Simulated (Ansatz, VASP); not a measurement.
Two plane-wave programs on B2Pb

```
B Pb
1.0
     3.17845    0.00000    0.00000
    -1.58922    2.75261    0.00000
     0.00000    0.00000    4.82410
B Pb
2 1
Direct
  0.33333 0.66667 0.50000
  0.66667 0.33333 0.50000
  0.00000 0.00000 0.00000
```

Alike in both runs: functional PBE; k mesh 18 × 18 × 12; occupations gaussian, width 0.1 eV; no spin polarisation.

Ansatz relaxed the structure, and its values are those at the end. VASP's run is a single point on that final structure, the one shown.

|  | VASP | Ansatz |
| --- | --- | --- |
| version | VASP 6.6.1 | Ansatz 0.2.0 |
| potentials or method | VASP PAW PBE potentials, release 64 (B, Pb_d), cutoff 520 eV | scalar-relativistic, plane waves, PAW |
| valence electrons in the cell | 20 | 20 |

```tsv
	VASP	Ansatz	Ansatz less VASP
gap on the k mesh at the Fermi level (eV)	none	none	-
pressure (GPa)	0.0	0.0	+0.05
```

A gap of «none» marks a metal or a gap that the smearing closes.

Spin-orbit coupling is off throughout.
